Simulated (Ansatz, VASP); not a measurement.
**One calculation of InP, two programs**

```
In P
1.0
     0.00000    2.88751    3.01842
     2.88751    0.00000    3.01842
     2.88751    2.88751    0.00000
In P
1 1
Direct
  0.00000 0.00000 0.00000
  0.75000 0.75000 0.75000
```

Change from the starting cell: z stretched by +3 % at fixed volume.

Alike in both runs: task single point; functional PBE; k mesh 11 × 11 × 11; occupations fermi-dirac, width 0.03 eV; no spin polarisation.

```csv
,VASP,Ansatz
version,VASP 6.6.1,Ansatz 0.2.0
potentials or method,"VASP PAW PBE potentials, release 64 (In_d, P), cutoff 520 eV","all-electron LAPW, scalar-relativistic"
```

```csv
,VASP,Ansatz,Ansatz less VASP
pressure (GPa),3.2,3.3,+0.05
"traceless stress, the component that is largest in VASP (GPa)",-1.29,-1.29,+0.002
```

Ansatz ran all-electron here, and VASP with PAW potentials.
